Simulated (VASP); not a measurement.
Input of a VASP 6.6.1 run:

File INCAR:

```
SYSTEM = Mg
PREC = Accurate
ENCUT = 600
EDIFF = 1E-6
ISMEAR = 0
SIGMA = 0.1
LREAL = .False.
LASPH = .True.
NELM = 100
ALGO = Normal
ISIF = 3
LWAVE = .False.
LCHARG = .False.
GGA = PS
IBRION = 2
NSW = 70
EDIFFG = -0.004
PSTRESS = 120.0
```

The input KPOINTS:

```
Automatic mesh
0
Gamma
  28 28 28
  0 0 0
```

POSCAR

```
Mg
1.0
   -1.6548597374      1.6548597374      1.6548597374
    1.6548597374     -1.6548597374      1.6548597374
    1.6548597374      1.6548597374     -1.6548597374
Mg
1
Direct
    0.0000000000      0.0000000000      0.0000000000
```

Potentials or basis: VASP PAW PBE potentials, release 64 (Mg).

The run is started by

```bash
$ cat potpaw_PBE.64/Mg/POTCAR > POTCAR
$ mpirun -np 1 vasp_std > vasp.out
```

(1) Predict the band gap on the k mesh.

(2) What does it give for the relaxed volume?

(3) What does it give for the relaxed cell?

Results:

(1) zero (bands 1 and 2 overlap by 4.92 eV).

(2) 18.16 Å³/atom.

(3) a = 2.868 Å, b = 2.868 Å, c = 2.868 Å, α = 109.47°, β = 109.47°, γ = 109.47°.

Caveat: the cell is relaxed towards a set pressure, so the run minimises the enthalpy, not the energy; the PAW data sets were made with another functional, which shifts forces and pressure a little.
